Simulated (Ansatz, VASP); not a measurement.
# BiTe in VASP and in Ansatz

Contents of INCAR:

```
SYSTEM = BiTe
ALGO = Normal
EDIFF = 1E-6
ENCUT = 520
GGA = PE
ISIF = 2
ISMEAR = 0
LASPH = .TRUE.
LCHARG = .TRUE.
LELF = .TRUE.
LREAL = .FALSE.
LVHAR = .TRUE.
LWAVE = .FALSE.
NBANDS = 29
NELM = 100
PREC = Accurate
SIGMA = 0.1
```

The input KPOINTS:

```
k-points
0
G
  12 12 8
  0 0 0
```

The input POSCAR:

```
BiTe
1.0
    3.2511941624      3.2511941624      0.0000000000
   -3.2511941624      3.2511941624      0.0000000000
    0.0000000000      0.0000000000      6.2097808501
Bi Te
2 2
Direct
    0.0000000000      0.0000000000      0.0000000000
    0.5000000000      0.5000000000      0.5000000000
    0.5000000000      0.5000000000      0.0000000000
    0.0000000000      0.0000000000      0.5000000000
```

Input for Ansatz:

```yaml
crystal:
  lattice:
    - [3.2511941624, 3.2511941624, 0.0]
    - [-3.2511941624, 3.2511941624, 0.0]
    - [0.0, 0.0, 6.2097808501]
  atoms:
    - { symbol: Bi, position: [0.0, 0.0, 0.0] }
    - { symbol: Bi, position: [0.5, 0.5, 0.5] }
    - { symbol: Te, position: [0.5, 0.5, 0.0] }
    - { symbol: Te, position: [0.0, 0.0, 0.5] }
basis:
  ecutwfc: 420
kpoints:
  mp_grid: { grid: [12, 12, 8] }
hamiltonian:
  xc: pbe
scf:
  occupations: { method: gaussian, width: 0.1 }
output:
  forces: true
  stress: true
  eigenvalues: true
```

Change from the starting cell: strain along c alone, the other axes held, atoms relaxed: -4.5 %.

Alike in both runs: task single point; functional PBE; k mesh 12 × 12 × 8; occupations gaussian, width 0.1 eV; no spin polarisation.

```csv
,VASP,Ansatz
version,VASP 6.6.1,Ansatz 0.2.0
potentials or method,"VASP PAW PBE potentials, release 64 (Bi_d, Te), cutoff 520 eV","scalar-relativistic, plane waves, PAW"
valence electrons in the cell,42,62
```

```tsv
	VASP	Ansatz	Ansatz less VASP
gap on the k mesh at the Fermi level (eV)	none	none	-
pressure (GPa)	2.6	2.6	+0.03
traceless stress, the component that is largest in VASP (GPa)	3.53	3.54	+0.004
```

A gap of «none» marks a metal or a gap that the smearing closes. VASP's potentials hold 42 valence electrons a cell and Ansatz's 62, so a difference there can come from the potentials and not from the codes.

Spin-orbit coupling is off throughout.
